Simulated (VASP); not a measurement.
Runs of VASP 6.6.1 on Ba. The structure is that of space group Im-3m (No. 229), or close to it. The cells are those of the table. 

| task | level | spin | cell | k mesh | cutoff (eV) | smearing | grid for exact exchange (PRECFOCK) | share of exact exchange | screening parameter | gap on the mesh (eV) | pressure (GPa) |
| --- | --- | --- | --- | --- | --- | --- | --- | --- | --- | --- | --- |
| single point | PBE-based screened hybrid with 25 % exact exchange | collinear, zero start | a = 4.341 Å, angles 109.5°, 1 atom | 5 × 5 × 5 | 520 | methfessel-paxton 0.1 eV | Normal | 0.25 | 0.3 1/Å | none | 0.3 |
| single point | PBEsol | off | a = 3.765 Å, angles 109.5°, 1 atom | 8 × 8 × 8 | 520 | fermi-dirac 0.05 eV | - | - | - | none | (a) |
| relaxation of cell and atoms | PBEsol | off | relaxed to 2 GPa from a = 4.341 Å, angles 109.5°, 1 atom | 8 × 8 × 8 | 600 | fermi-dirac 0.05 eV | - | - | - | none | 2.0 |
| single point | PBEsol | off | a = 3.987 Å, angles 109.5°, 1 atom | 8 × 8 × 8 | 520 | fermi-dirac 0.05 eV | - | - | - | none | 2.2 |
| single point | PBE | off | a = 4.400 Å, angles 110.5, 110.5, 107.3°, 1 atom | 8 × 8 × 8 | 520 | fermi-dirac 0.05 eV | - | - | - | none | -0.3 |

Alike in all rows: potentials or basis VASP PAW PBE potentials, release 64 (Ba_sv).

Question: Fill in the values left out.

Answer: (a) 5.4.

Caveats: spin-orbit coupling is left out, which moves the levels of the heavy elements; the PAW data sets were made with another functional, which shifts forces and pressure a little (at least some runs); the cell stands under pressure (at least some runs); the cell is relaxed towards a set pressure, so the run minimises the enthalpy, not the energy (at least some runs).

A k mesh can miss the band edges, and the runs leave out spin-orbit coupling on Ba.

A gap of «none» marks levels without a gap at the run's occupations.
